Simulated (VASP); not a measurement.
The system is AlN.

```
Al N
1.0
     3.31212    0.00000    0.00000
    -1.65606    2.86838    0.00000
     0.00000    0.00000    4.18756
Al N
2 2
Direct
  0.33333 0.66667 0.75000
  0.66667 0.33333 0.25000
  0.33333 0.66667 0.25000
  0.66667 0.33333 0.75000
```

| Property | Result |
| --- | --- |
| Program | VASP 6.6.1 |
| Task | relaxation of cell and atoms |
| Functional | LDA |
| Potentials or basis | VASP PAW LDA potentials, release 64 (Al, N) |
| Cutoff | 600 eV |
| k mesh | 12 × 12 × 6 |
| Occupations | gaussian, width 0.01 eV |
| Spin | no spin polarisation |

At the start: pressure -8.3 GPa; volume 9.95 Å³/atom.

Problem. Where does the relaxation end?

Solution. Over 9 steps the energy falls by 10.8 meV/atom and the volume is 9.55 Å³/atom (-4.0 %); space group P6_3/mmc (No. 194, to 0.05 Å).

Step by step:
```
step  energy change (eV)  largest force (eV/Å)  pressure (GPa)  volume (Å³)
   1              0.0000                0.0000           -8.32        39.78
   2             -0.0058                0.0000            8.74        36.88
   3             -0.0414                0.0000           -0.04        38.24
   4             -0.0414                0.0000            0.15        38.21
   5             -0.0428                0.0000            0.15        38.18
   6             -0.0431                0.0000            0.18        38.16
   7             -0.0431                0.0000            0.18        38.16
   8             -0.0431                0.0000           -0.18        38.22
   9             -0.0431                0.0000            0.00        38.19
```

Final structure:
```yaml
crystal:
  lattice:
    - [3.27904, 0.00000, 0.00000]
    - [-1.63952, 2.83973, 0.00000]
    - [0.00000, 0.00000, 4.10165]
  atoms:
    - { symbol: Al, position: [0.33333, 0.66667, 0.75000] }
    - { symbol: Al, position: [0.66667, 0.33333, 0.25000] }
    - { symbol: N, position: [0.33333, 0.66667, 0.25000] }
    - { symbol: N, position: [0.66667, 0.33333, 0.75000] }
```
